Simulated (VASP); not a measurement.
Set up this calculation in VASP 6.6.1, as the native input.

* Task: relaxation of cell and atoms
* Functional: revPBE
* Potentials or basis: VASP PAW PBE potentials, release 64 (Tl_d)
* Cutoff: 600 eV
* k mesh: 11 × 11 × 11
* Occupations: fermi-dirac, width 0.1 eV
* Spin: no spin polarisation
* Dipole correction: no
* Further INCAR settings: ALGO = Normal; EDIFF = 1e-06; IBRION = 2; EDIFFG = -0.01; NSW = 80; ISIF = 3

The structure of Tl lies in POSCAR:

```
Tl
1.0
    0.0000000000      2.4112096569      2.4112096569
    2.4112096569      0.0000000000      2.4112096569
    2.4112096569      2.4112096569      0.0000000000
Tl
1
Direct
    0.0000000000      0.0000000000      0.0000000000
```

These files were run (other wordings do the same):

INCAR

```
SYSTEM = Tl
ALGO = Normal
EDIFF = 1E-6
EDIFFG = -0.01
ENCUT = 600
GGA = RE
IBRION = 2
ISIF = 3
ISMEAR = -1
LASPH = .TRUE.
LCHARG = .FALSE.
LREAL = .FALSE.
LWAVE = .FALSE.
NELM = 60
NSW = 80
PREC = Accurate
SIGMA = 0.1
```

KPOINTS

```
k-points
0
G
  11 11 11
  0 0 0
```

Potentials or basis: VASP PAW PBE potentials, release 64 (Tl_d).

The run is started by

```console
$ cat potpaw_PBE.64/Tl_d/POTCAR > POTCAR
$ mpirun -np 1 vasp_std > vasp.out
```

Results of the run:

```
Relaxed volume                         : 32.77 Å³/atom
Relaxed cell                           : a = 3.592 Å, b = 3.592 Å, c = 3.592 Å, α = 60.00°, β = 60.00°, γ = 60.00°
Space group after relaxing (to 0.05 Å) : Fm-3m (No. 225)
Energy gained by relaxing              : 65.9 meV/atom
Ionic steps                            : 4
Pressure after relaxing                : 0.0 GPa
```

Caveat: the volume moved by over 15 % at a fixed basis, so the end points are rough; the PAW data sets were made with another functional, which shifts forces and pressure a little.

Wall time 24 s on 1 thread of Intel(R) Xeon(R) Platinum 8488C (Sapphire Rapids) (shared host), peak memory 0.17 GiB.
